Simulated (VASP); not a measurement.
A run of VASP 6.6.1 is set up as follows.

Contents of INCAR:

```
SYSTEM = LiCl
PREC = Accurate
ENCUT = 600
EDIFF = 1E-6
ISMEAR = -1
SIGMA = 0.05
LREAL = .False.
LASPH = .True.
NELM = 100
ALGO = Normal
ISIF = 3
LWAVE = .False.
LCHARG = .False.
GGA = PS
IVDW = 12
IBRION = 2
NSW = 60
EDIFFG = -0.01
```

The input KPOINTS:

```
Automatic mesh
0
Gamma
  9 9 9
  0 0 0
```

POSCAR

```
LiCl
1.0
    0.0000000000      2.5647700000      2.5647700000
    2.5647700000      0.0000000000      2.5647700000
    2.5647700000      2.5647700000      0.0000000000
Cl Li
1 1
Direct
    0.5000000000      0.5000000000      0.5000000000
    0.0000000000      0.0000000000      0.0000000000
```

Potentials or basis: VASP PAW PBE potentials, release 64 (Cl, Li_sv).

Command:

```console
$ cat potpaw_PBE.64/Cl/POTCAR potpaw_PBE.64/Li_sv/POTCAR > POTCAR
$ mpirun -np 1 vasp_std > vasp.out
```

(1) Predict the dispersion energy per atom.

(2) Estimate the band gap on the k mesh.

(3) What does it give for the relaxed volume?

## Answers

(1) -0.200 eV.

(2) 6.70 eV, indirect (least direct gap 6.71 eV).

(3) 15.35 Å³/atom.

Caveat: the cutoff is under 1.25 times the usual one of these potentials, so pressure, stress and relaxed cells hold a basis-set (Pulay) error; the PAW data sets were made with another functional, which shifts forces and pressure a little.
